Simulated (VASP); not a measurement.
# Pb (Fm-3m) in VASP: notebook

The runs below take Pb through single point, with PBE.

Program: VASP 6.6.1. These are calculated values, not measurements. Logs are shortened: lines on timing, memory, paths and dates and some standing lists are left out, and cuts for length are marked.

## (1) The cell of the first run

It takes space group Fm-3m (No. 225, cubic). The conventional cell has a = 4.950 Å, b = 4.950 Å, c = 4.950 Å, α = 90.00°, β = 90.00°, γ = 90.00°. Within 4.6 Å of Pb (site symmetry m-3m) lie 12 Pb at 3.50 Å.

## (2) Single point, PBE

Input file INCAR:

```
SYSTEM = Pb
PREC = Accurate ; ENCUT = 500
EDIFF = 1E-6 ; ISMEAR = 1
SIGMA = 0.05 ; LREAL = .FALSE.
LASPH = .TRUE. ; NELM = 120
ALGO = Normal ; ISIF = 2
LWAVE = .FALSE. ; LCHARG = .TRUE.
GGA = PE ; LELF = .TRUE.
LVHAR = .TRUE. ; NBANDS = 13
GGA_COMPAT = .FALSE.
```

Input file KPOINTS:

```
regular mesh
0
G
  9 9 9
  0 0 0
```

Input file POSCAR:

```
Pb
1.0
    3.5002070000      0.0000000000      0.0000000000
    1.7501035000      3.0312681805      0.0000000000
    1.7501035000      1.0104227268      2.8579070480
Pb
1
Direct
    0.0000000000      0.0000000000      0.0000000000
```

Potentials or basis: VASP PAW PBE potentials, release 64 (Pb_d).

On the command line:

```console
$ cat potpaw_PBE.64/Pb_d/POTCAR > POTCAR
$ mpirun -np 1 vasp_std > vasp.out
```

OUTCAR:

```text
SYSTEM = Pb
   PREC = Accurate
   ENCUT = 500
   EDIFF = 1E-6
   ISMEAR = 1
   LREAL = .FALSE.
   LASPH = .TRUE.
   NELM = 120
   ISIF = 2
   GGA = PE

 ion  position               nearest neighbor table
   1  0.000  0.000  0.000-

  LATTYP: Found a face centered cubic cell.
 ALAT       =     4.9500402105

  Lattice vectors:

 A1 = (   3.5002070000,   0.0000000000,   0.0000000000)
 A2 = (   1.7501035000,   3.0312681805,   0.0000000000)
 A3 = (   1.7501035000,   1.0104227268,   2.8579070480)

Analysis of symmetry for initial positions (statically):
=====================================================================
 Subroutine PRICEL returns:
 Original cell was already a primitive cell.

 Routine SETGRP: Setting up the symmetry group for a
 face centered cubic supercell.

 Subroutine GETGRP returns: Found 48 space group operations
 (whereof 48 operations were pure point group operations)
 out of a pool of 48 trial point group operations.

The static configuration has the point symmetry O_h .

Analysis of symmetry for dynamics (positions and initial velocities):
=====================================================================
 Subroutine PRICEL returns:
 Original cell was already a primitive cell.

 Routine SETGRP: Setting up the symmetry group for a
 face centered cubic supercell.

 Subroutine GETGRP returns: Found 48 space group operations
 (whereof 48 operations were pure point group operations)
 out of a pool of 48 trial point group operations.

The dynamic configuration has the point symmetry O_h .

 Subroutine INISYM returns: Found 48 space group operations
 (whereof 48 operations are pure point group operations),
 and found     1 'primitive' translations

----------------------------------------------------------------------------------------

                                     Primitive cell

  volume of cell :      30.3226

  direct lattice vectors                    reciprocal lattice vectors
     3.500207000  0.000000000  0.000000000     0.285697389 -0.164947464 -0.116635471
     1.750103500  3.031268181  0.000000000     0.000000000  0.329894929 -0.116635471
     1.750103500  1.010422727  2.857907048     0.000000000  0.000000000  0.349906412

  length of vectors
     3.500207000  3.500207000  3.500207000     0.349906412  0.349906412  0.349906412

  position of ions in fractional coordinates (direct lattice)
     0.000000000  0.000000000  0.000000000

  ion indices of the primitive-cell ions
   primitive index   ion index
                 1           1

----------------------------------------------------------------------------------------

 KPOINTS: regular mesh

Automatic generation of k-mesh.
 Grid dimensions read from file:
 generate k-points for:    9    9    9

 Generating k-lattice:

  Cartesian coordinates                     Fractional coordinates (reciprocal lattice)
     0.031744154 -0.018327496 -0.012959497     0.111111111  0.000000000  0.000000000
     0.000000000  0.036654992 -0.012959497     0.000000000  0.111111111  0.000000000
     0.000000000  0.000000000  0.038878490     0.000000000  0.000000000  0.111111111

  Length of vectors
     0.038878490  0.038878490  0.038878490

  Shift w.r.t. Gamma in fractional coordinates (k-lattice)
     0.000000000  0.000000000  0.000000000

 Subroutine IBZKPT returns following result:
 ===========================================

 Found     35 irreducible k-points:

 Following reciprocal coordinates:
            Coordinates               Weight
  0.000000  0.000000  0.000000      1.000000
  0.111111  0.000000 -0.000000      8.000000
  0.222222  0.000000  0.000000      8.000000
  0.333333  0.000000  0.000000      8.000000
  0.444444  0.000000  0.000000      8.000000
  0.111111  0.111111  0.000000      6.000000
[... 16 lines left out ...]
 -0.333333  0.333333 -0.000000     12.000000
  0.444444  0.444444  0.000000      6.000000
 [... further k-points ...]
   k-points           NKPTS =     35   k-points in BZ     NKDIM =     35   number of bands    NBANDS=     13
   number of dos      NEDOS =    301   number of ions     NIONS =      1
   total plane-waves  NPLWV =  21952
   dimension x,y,z NGX =    28 NGY =   28 NGZ =   28
   dimension x,y,z NGXF=    56 NGYF=   56 NGZF=   56
   ions per type =               1
   NGX,Y,Z   is equivalent  to a cutoff of  13.30, 13.30, 13.30 a.u.
   NGXF,Y,Z  is equivalent  to a cutoff of  26.60, 26.60, 26.60 a.u.
 SYSTEM =  Pb
   PREC   = accura    normal or accurate (medium, high low for compatibility)
   ISTART =      0    job   : 0-new  1-cont  2-samecut
   ICHARG =      2    charge: 1-file 2-atom 10-const
   ISPIN  =      1    spin polarized calculation?
   LNONCOLLINEAR =      F non collinear calculations
   LSORBIT =      F    spin-orbit coupling
   LASPH  =      T    aspherical Exc in radial PAW
   ENCUT  =  500.0 eV  36.75 Ry    6.06 a.u.   6.38  6.38  6.38*2*pi/ulx,y,z
   NELM   =    120;   NELMIN=  2; NELMDL= -5     # of ELM steps
   EDIFF  = 0.1E-05   stopping-criterion for ELM
   LREAL  =      F    real-space projection
   EDIFFG = 0.1E-04   stopping-criterion for IOM
   NSW    =      0    number of steps for IOM
   IBRION =     -1    ionic relax: 0-MD 1-quasi-New 2-CG
   NFREE  =      0    steps in history (QN), initial steepest desc. (CG)
   ISIF   =      2    stress and relaxation
   ISYM   =      2    0-nonsym 1-usesym 2-fastsym
   POTIM  = 0.5000    time-step for ionic-motion
   TEBEG  =    0.0;   TEEND  =   0.0 temperature during run
   PSTRESS=    0.0 pullay stress
   NELECT =      14.0000    total number of electrons
   NUPDOWN=      -1.0000    fix difference up-down
   EMIN   =  10.00;   EMAX   =-10.00  energy-range for DOS
   EFERMI =   0.00;   METHOD = LEGACY
   ISMEAR =     1;   SIGMA  =   0.05  broadening in eV -4-tet -1-fermi 0-gaus
   EFERMI_NEDOS =   21; number of points for ismear=-14 and -15
   IALGO  =     38    algorithm
   IMIX   =      4    mixing-type and parameters
     AMIX     =   0.40;   BMIX     =  1.00
     AMIX_MAG =   1.60;   BMIX_MAG =  1.00
  volume/ion in A,a.u.               =      30.32       204.63
  Fermi-wavevector in a.u.,A,eV,Ry     =   1.265306  2.391081 21.782905  1.600998
  Thomas-Fermi vector in A             =   2.398566
   LORBIT       =      0    0 simple, 1 ext, 2 COOP (PROOUT), +10 PAW based schemes
   GGA     = PE    functional components
   LHFCALC =     F    Hartree Fock is set to
   AEXX    =    0.0000 exact exchange contribution
   IVDW    =     0    specifies the selected vdW correction
   LEPSILON=     F    determine dielectric tensor
   LRPA    =     F    only Hartree local field effects (RPA)
 non-spin polarized calculation
 Methfessel and Paxton  Order N= 1 SIGMA  =   0.05
  energy-cutoff  :      500.00
  volume of cell :       30.32
 maximum number of plane-waves:       779
 NGX is ok and might be reduce to    28
   NGX = 13   NGY = 13   NGZ = 13

 number of electron      13.9999999 magnetization

 Free energy of the ion-electron system (eV)
  ---------------------------------------------------
  ext. energy  EPLUGINS =         0.00000000
  ---------------------------------------------------
  free energy    TOTEN  =        -3.56836516 eV

  energy without entropy =       -3.56791102  energy(sigma->0) =       -3.56821378

 E-fermi :   7.1440     XC(G=0): -10.1860

 val. band max:        6.9153177523   @ k =  -0.3333   0.3333   0.1111
 cond. band min:       7.1463653505   @ k =  -0.2222   0.3333   0.1111
 fundamental gap:      0.2310475982
 Fermi energy:         7.1439511618

 k-point     1 :       0.0000    0.0000    0.0000
  band No.  band energies     occupation
      1      -9.7946      2.00000
      2      -9.7946      2.00000
      3      -9.7946      2.00000
      4      -9.6544      2.00000
      5      -9.6544      2.00000
      6      -4.4738      2.00000
      7      14.6990      0.00000
      8      14.6990      0.00000
      9      14.6990      0.00000
     10      17.0446      0.00000
     11      18.6199      0.00000
     12      19.7652      0.00000
     13      19.7652      0.00000

 k-point     2 :       0.1111    0.0000   -0.0000
  band No.  band energies     occupation
      1      -9.7952      2.00000
      2      -9.7782      2.00000
      3      -9.7782      2.00000
      4      -9.6545      2.00000
      5      -9.6545      2.00000
      6      -4.2360      2.00000
      7      12.3296      0.00000
      8      14.4168      0.00000
      9      14.4168      0.00000
     10      16.6520      0.00000
     11      19.5952      0.00000
     12      20.2688      0.00000
     13      20.2688      0.00000

 k-point     3 :       0.2222    0.0000    0.0000
  band No.  band energies     occupation
      1      -9.8004      2.00000
      2      -9.7587      2.00000
      3      -9.7587      2.00000
      4      -9.6320      2.00000
      5      -9.6320      2.00000
      6      -3.5243      2.00000
      7       8.8628      0.00000
      8      13.8173      0.00000
      9      13.8173      0.00000
     10      16.3081      0.00000
     11      19.1405      0.00000
     12      19.8939      0.00000
     13      19.8939      0.00000
[... 305 lines left out ...]
 k-point    23 :      -0.3333    0.3333   -0.0000
  band No.  band energies     occupation
      1      -9.8496      2.00000
      2      -9.6918      2.00000
      3      -9.6450      2.00000
      4      -9.6225      2.00000
      5      -9.5583      2.00000
      6       0.1131      2.00000
      7       5.4672      2.00000
      8       5.7369      2.00000
      9      10.9410      0.00000
     10      14.1950      0.00000
     11      21.0317      0.00000
     12      22.6563      0.00000
     13      22.6781      0.00000

 k-point    24 :       0.4444    0.4444    0.0000
  band No.  band energies     occupation
      1      -9.9530      2.00000
      2      -9.8612      2.00000
      3      -9.5348      2.00000
      4      -9.4960      2.00000
      5      -9.4960      2.00000
      6       0.1219      2.00000
      7       4.5683      2.00000
      8       9.4311      0.00000
      9       9.4311      0.00000
     10      12.7575      0.00000
     11      13.9743      0.00000
     12      25.5437      0.00000
     13      27.2378      0.00000

 [... further k-points ...]

------------------------ aborting loop because EDIFF is reached ----------------------------------------

  FORCE on cell =-STRESS in cart. coord.  units (eV):
  Direction    XX          YY          ZZ          XY          YZ          ZX
  --------------------------------------------------------------------------------------
  -------------------------------------------------------------------------------------
  Total        0.4161329      0.4161329      0.4161329      0.0000000     -0.0000000     -0.0000000
  in kB       21.9875298     21.9875298     21.9875298      0.0000000     -0.0000000     -0.0000000
  external PRESSURE =      21.9875298 kB  Pullay stress =       0.0000000 kB

 VOLUME and BASIS-vectors are now :
 -----------------------------------------------------------------------------
  energy-cutoff  :      500.00
  volume of cell :       30.32
      direct lattice vectors                 reciprocal lattice vectors
     3.500207000  0.000000000  0.000000000     0.285697389 -0.164947464 -0.116635471
     1.750103500  3.031268181  0.000000000     0.000000000  0.329894929 -0.116635471
     1.750103500  1.010422727  2.857907048     0.000000000  0.000000000  0.349906412

 POSITION                                       TOTAL-FORCE (eV/Angst)
 -----------------------------------------------------------------------------------
      0.00000      0.00000      0.00000        -0.000000      0.000000      0.000000
 -----------------------------------------------------------------------------------
    total drift:                               -0.000000     -0.000000     -0.000000

  FREE ENERGIE OF THE ION-ELECTRON SYSTEM (eV)
  ---------------------------------------------------
  free  energy   TOTEN  =        -3.5683651580 eV

  energy  without entropy=       -3.5679110183  energy(sigma->0) =       -3.56821378
```

Run time: 9 s. Hardware: 1 thread of Intel Xeon 6455B, shared host; peak memory 0.16 GiB.

What came out:

```
Free energy            : -3.5684 eV
Pressure               : 2.2 GPa
Band gap on the k mesh : zero (band 7 reaches 14.70 eV, above the bottom of band 8 at 5.74 eV)
```

Caveat: spin-orbit coupling is left out, which moves the levels of the heavy elements.

## (3) Single point, PBE

Input file INCAR:

```
SYSTEM = Pb
  PREC = Accurate
  ENCUT = 500
  EDIFF = 1E-6
  ISMEAR = 1
  SIGMA = 0.025
  LREAL = .FALSE.
  LASPH = .TRUE.
  NELM = 120
  ALGO = Normal
  ISIF = 2
  LWAVE = .FALSE.
  LCHARG = .FALSE.
  GGA = PE
  NBANDS = 13
  GGA_COMPAT = .FALSE.
```

Input file KPOINTS:

```
Automatic mesh
0
G
  9 9 9
  0 0 0
```

POSCAR is that of step 2.

Potentials or basis: VASP PAW PBE potentials, release 64 (Pb_d).

On the command line:

```console
$ cat potpaw_PBE.64/Pb_d/POTCAR > POTCAR
$ mpirun -np 1 vasp_std > vasp.out
```

Wall time 9.8 s (1 thread of Intel Xeon 6455B, shared host); peak memory 0.16 GiB.

The run converged. Its results:

```yaml
Free_energy: -3.5681 eV
Pressure: 2.2 GPa
Band_gap_on_the_k_mesh: zero (band 7 reaches 14.70 eV, above the bottom of band 8 at 5.74 eV)
```

Levels at points of the mesh, in eV from the Fermi level:
| k point | band 4 | band 5 | band 6 | band 7 | band 8 | band 9 | band 10 | band 11 |
| --- | --- | --- | --- | --- | --- | --- | --- | --- |
| (0.00, 0.00, 0.00) | -16.80 | -16.80 | -11.62 | 7.55 | 7.55 | 7.55 | 9.90 | 11.47 |

Caveat: spin-orbit coupling is left out, which moves the levels of the heavy elements.
